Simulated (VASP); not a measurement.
# Zr (P6_3/mmc) in VASP: a series of runs, part 2 of 2

VASP 6.6.1.

### Step 3. Relaxation of cell and atoms, PBE, target pressure 64 GPa, at which the enthalpy is minimised

This run uses another cell than the first one, of 16.02 Å³/atom.

File INCAR:

```
PREC = Accurate
ENCUT = 600
EDIFF = 1E-6
ISMEAR = -1
SIGMA = 0.05
LREAL = False
LASPH = True
NELM = 60
ALGO = Normal
ISIF = 3
LWAVE = False
LCHARG = False
GGA = PE
IBRION = 2
NSW = 60
EDIFFG = -0.005
PSTRESS = 640.0
```

File KPOINTS:

```
regular mesh
0
Gamma
  16 16 9
```

File POSCAR:

```
Zr
1.0
    2.8373285421      0.0000000000      0.0000000000
   -1.4186642710      2.4571985963      0.0000000000
    0.0000000000      0.0000000000      4.5964722382
Zr
2
Direct
    0.3333333333      0.6666666667      0.2500000000
    0.6666666667      0.3333333333      0.7500000000
```

Potentials or basis: VASP PAW PBE potentials, release 64 (Zr_sv).

On the command line:

```
$ cat potpaw_PBE.64/Zr_sv/POTCAR > POTCAR
$ mpirun -np 1 vasp_std > vasp.out
```

OUTCAR:

```text
PREC = Accurate
   ENCUT = 600
   EDIFF = 1E-6
   ISMEAR = -1
   LREAL = False
   LASPH = True
   NELM = 60
   ISIF = 3
   GGA = PE
   IBRION = 2
   NSW = 60
   EDIFFG = -0.005
   PSTRESS = 640.0

 ion  position               nearest neighbor table
   1  0.333  0.667  0.250-   2 2.82   2 2.82   2 2.82   2 2.82   2 2.82   2 2.82
   2  0.667  0.333  0.750-   1 2.82   1 2.82   1 2.82   1 2.82   1 2.82   1 2.82

  LATTYP: Found a hexagonal cell.
 ALAT       =     2.8373285421
 C/A-ratio  =     1.6200000000

  Lattice vectors:

 A1 = (   2.8373285421,   0.0000000000,   0.0000000000)
 A2 = (  -1.4186642710,   2.4571985963,   0.0000000000)
 A3 = (   0.0000000000,   0.0000000000,   4.5964722382)

Analysis of symmetry for initial positions (statically):
=====================================================================
 Subroutine PRICEL returns:
 Original cell was already a primitive cell.

 Routine SETGRP: Setting up the symmetry group for a
 hexagonal supercell.

 Subroutine GETGRP returns: Found 24 space group operations
 (whereof 12 operations were pure point group operations)
 out of a pool of 24 trial point group operations.

The static configuration has the point symmetry D_3d.
 The point group associated with its full space group is D_6h.

Analysis of symmetry for dynamics (positions and initial velocities):
=====================================================================
 Subroutine PRICEL returns:
 Original cell was already a primitive cell.

 Routine SETGRP: Setting up the symmetry group for a
 hexagonal supercell.

 Subroutine GETGRP returns: Found 24 space group operations
 (whereof 12 operations were pure point group operations)
 out of a pool of 24 trial point group operations.

The dynamic configuration has the point symmetry D_3d.
 The point group associated with its full space group is D_6h.

 Subroutine INISYM returns: Found 24 space group operations
 (whereof 12 operations are pure point group operations),
 and found     1 'primitive' translations

----------------------------------------------------------------------------------------

                                     Primitive cell

  volume of cell :      32.0461

  direct lattice vectors                    reciprocal lattice vectors
     2.837328542  0.000000000  0.000000000     0.352444204  0.203483756  0.000000000
    -1.418664271  2.457198596  0.000000000     0.000000000  0.406967512  0.000000000
     0.000000000  0.000000000  4.596472238     0.000000000  0.000000000  0.217558151

  length of vectors
     2.837328542  2.837328542  4.596472238     0.406967512  0.406967512  0.217558151

  position of ions in fractional coordinates (direct lattice)
     0.333333333  0.666666667  0.250000000
     0.666666667  0.333333333  0.750000000

  ion indices of the primitive-cell ions
   primitive index   ion index
                 1           1
                 2           2

----------------------------------------------------------------------------------------

[... 57 lines left out ...]
   NGX,Y,Z   is equivalent  to a cutoff of  14.06, 14.06, 14.47 a.u.
   NGXF,Y,Z  is equivalent  to a cutoff of  28.12, 28.12, 28.93 a.u.
 SYSTEM =  unknown system
   PREC   = accura    normal or accurate (medium, high low for compatibility)
   ISTART =      0    job   : 0-new  1-cont  2-samecut
   ICHARG =      2    charge: 1-file 2-atom 10-const
   ISPIN  =      1    spin polarized calculation?
   LNONCOLLINEAR =      F non collinear calculations
   LSORBIT =      F    spin-orbit coupling
   LASPH  =      T    aspherical Exc in radial PAW
   ENCUT  =  600.0 eV  44.10 Ry    6.64 a.u.   5.67  5.67  9.18*2*pi/ulx,y,z
   NELM   =     60;   NELMIN=  2; NELMDL= -5     # of ELM steps
   EDIFF  = 0.1E-05   stopping-criterion for ELM
   LREAL  =      F    real-space projection
   EDIFFG = -.5E-02   stopping-criterion for IOM
   NSW    =     60    number of steps for IOM
   IBRION =      2    ionic relax: 0-MD 1-quasi-New 2-CG
   NFREE  =      1    steps in history (QN), initial steepest desc. (CG)
   ISIF   =      3    stress and relaxation
   ISYM   =      2    0-nonsym 1-usesym 2-fastsym
   POTIM  = 0.5000    time-step for ionic-motion
   TEBEG  =    0.0;   TEEND  =   0.0 temperature during run
   PSTRESS=  640.0 pullay stress
   NELECT =      24.0000    total number of electrons
   NUPDOWN=      -1.0000    fix difference up-down
   EMIN   =  10.00;   EMAX   =-10.00  energy-range for DOS
   EFERMI =   0.00;   METHOD = LEGACY
   ISMEAR =    -1;   SIGMA  =   0.05  broadening in eV -4-tet -1-fermi 0-gaus
   EFERMI_NEDOS =   21; number of points for ismear=-14 and -15
   IALGO  =     38    algorithm
   IMIX   =      4    mixing-type and parameters
     AMIX     =   0.40;   BMIX     =  1.00
     AMIX_MAG =   1.60;   BMIX_MAG =  1.00
  volume/ion in A,a.u.               =      16.02       108.13
  Fermi-wavevector in a.u.,A,eV,Ry     =   1.486690  2.809437 30.072236  2.210247
  Thomas-Fermi vector in A             =   2.599945
   LORBIT       =      0    0 simple, 1 ext, 2 COOP (PROOUT), +10 PAW based schemes
   GGA     = PE    functional components
   LHFCALC =     F    Hartree Fock is set to
   AEXX    =    0.0000 exact exchange contribution
   IVDW    =     0    specifies the selected vdW correction
   LEPSILON=     F    determine dielectric tensor
   LRPA    =     F    only Hartree local field effects (RPA)
 conjugate gradient relaxation of ions
 non-spin polarized calculation
  energy-cutoff  :      600.00
  volume of cell :       32.05
 maximum number of plane-waves:      1093
 NGX is ok and might be reduce to    24
   NGX = 11   NGY = 11   NGZ = 19

--------------------------------------- Ionic step        1  -------------------------------------------

 number of electron      24.0000000 magnetization

 Free energy of the ion-electron system (eV)
  ---------------------------------------------------
  ext. energy  EPLUGINS =         0.00000000
  ---------------------------------------------------
  free energy    TOTEN  =       -14.78413882 eV

  energy without entropy =      -14.77216076  energy(sigma->0) =      -14.77814979

------------------------ aborting loop because EDIFF is reached ----------------------------------------

  FORCE on cell =-STRESS in cart. coord.  units (eV):
  Direction    XX          YY          ZZ          XY          YZ          ZX
  --------------------------------------------------------------------------------------
  -------------------------------------------------------------------------------------
  Total       12.1383051     12.1383051     14.2186536      0.0000000      0.0000000     -0.0000000
  in kB      606.8678151    606.8678151    710.8771077      0.0000000      0.0000000     -0.0000000
  external PRESSURE =       1.5375793 kB  Pullay stress =     640.0000000 kB
[... 97 lines left out ...]
  energy  without entropy=      -14.8464511392  energy(sigma->0) =      -14.85170822

  enthalpy is  TOTEN    =        -2.0372258917 eV   P V=       12.8197394092

[... ionic steps 4 to 11 ...]

--------------------------------------- Ionic step       12  -------------------------------------------

 number of electron      24.0000000 magnetization

------------------------ aborting loop because EDIFF is reached ----------------------------------------
[... 71 lines left out ...]
--------------------------------------- Ionic step       14  -------------------------------------------

 number of electron      24.0000000 magnetization

 Free energy of the ion-electron system (eV)
  ---------------------------------------------------
  ext. energy  EPLUGINS =         0.00000000
  ---------------------------------------------------
  free energy    TOTEN  =       -14.72502762 eV

  energy without entropy =      -14.71521903  energy(sigma->0) =      -14.72012333

 E-fermi :  13.8233     XC(G=0): -12.9486

 val. band max:       13.8053802201   @ k =   0.1875   0.0000   0.2222
 cond. band min:      13.8274126703   @ k =   0.1875   0.1250   0.4444
 fundamental gap:      0.0220324502
 Fermi energy:        13.8233063649

 k-point     1 :       0.0000    0.0000    0.0000
  band No.  band energies     occupation
      1     -34.6095      2.00000
      2     -34.1387      2.00000
      3     -13.8360      2.00000
      4     -11.2594      2.00000
      5     -11.1496      2.00000
      6     -11.1496      2.00000
[... 433 lines left out ...]
      3     -13.2846      2.00000
      4     -13.1209      2.00000
      5     -12.7688      2.00000
      6     -12.0950      2.00000
[... 8 lines left out ...]
     15      15.5246      0.00000
     16      17.3266      0.00000

 [... further k-points ...]

------------------------ aborting loop because EDIFF is reached ----------------------------------------

  FORCE on cell =-STRESS in cart. coord.  units (eV):
  Direction    XX          YY          ZZ          XY          YZ          ZX
  --------------------------------------------------------------------------------------
  -------------------------------------------------------------------------------------
  Total       12.6755555     12.6755555     12.6769862      0.0000000     -0.0000000      0.0000000
  in kB      639.5446960    639.5446959    639.6168816      0.0000001     -0.0000000      0.0000000
  external PRESSURE =      -0.4312422 kB  Pullay stress =     640.0000000 kB
[... 21 lines left out ...]
  energy  without entropy=      -14.7152190318  energy(sigma->0) =      -14.72012333

  enthalpy is  TOTEN    =        -2.0404481344 eV   P V=       12.6845794859

 reached required accuracy - stopping structural energy minimisation
```

Run time: 6.7 min. Hardware: 1 thread of Intel Xeon Platinum 8259CL at 2.50GHz (Skylake/Cascade Lake), shared host; peak memory 0.22 GiB.

Results:

```
Free energy                                                : -14.7250 eV
Relaxed volume                                             : 15.88 Å³/atom
Relaxed cell                                               : a = 2.750 Å, b = 2.750 Å, c = 4.847 Å, α = 90.00°, β = 90.00°, γ = 120.00°
Space group after relaxing (to 0.1 Å)                      : P6_3/mmc (No. 194)
Energy change on relaxing (the run minimises the enthalpy) : +29.6 meV/atom
Ionic steps                                                : 14
Pressure after relaxing                                    : 64.0 GPa
Band gap on the k mesh                                     : zero (bands 12 and 13 overlap by 1.56 eV)
```

Step by step:
| step | energy change (eV) | largest force (eV/Å) | pressure (GPa) | volume (Å³) |
| --- | --- | --- | --- | --- |
| 1 | 0.0000 | 0.0000 | 64.15 | 32.05 |
| 2 | -0.0643 | 0.0000 | 62.16 | 32.09 |
| 3 | -0.0728 | 0.0000 | 61.25 | 32.09 |
| 4 | 0.5072 | 0.0000 | 73.36 | 30.71 |
| 5 | 0.0602 | 0.0000 | 64.02 | 31.75 |
| 6 | 0.0630 | 0.0000 | 64.04 | 31.74 |
| 7 | 0.0698 | 0.0000 | 64.21 | 31.73 |
| 8 | 0.0658 | 0.0000 | 64.19 | 31.74 |
| 9 | 0.0336 | 0.0000 | 63.43 | 31.82 |
| 10 | 0.0567 | 0.0000 | 63.94 | 31.76 |
| 11 | 0.0586 | 0.0000 | 63.95 | 31.76 |
| 12 | 0.0600 | 0.0000 | 63.96 | 31.75 |
| 13 | 0.0597 | 0.0000 | 63.97 | 31.75 |
| 14 | 0.0591 | 0.0000 | 63.96 | 31.75 |

Final structure:
```yaml
crystal:
  lattice:
    - [2.75050, 0.00000, 0.00000]
    - [-1.37525, 2.38200, 0.00000]
    - [0.00000, 0.00000, 4.84679]
  atoms:
    - { symbol: Zr, position: [0.33333, 0.66667, 0.25000] }
    - { symbol: Zr, position: [0.66667, 0.33333, 0.75000] }
```

Levels at points of the mesh, in eV from the Fermi level:
```
           k point  band 8  band 9  band 10  band 11  band 12  band 13  band 14  band 15  band 16
(0.00, 0.00, 0.00)  -24.73   -5.65    -3.75    -0.10     1.13     1.13     1.93     1.93     2.63
(0.50, 0.00, 0.00)  -25.24   -4.12    -3.68    -3.12     0.52     1.31     1.70     1.79     7.65
```

Caveat: the cell is relaxed towards a set pressure, so the run minimises the enthalpy, not the energy.

The gap in the log of VASP goes by the Fermi energy; the results here count the filled bands.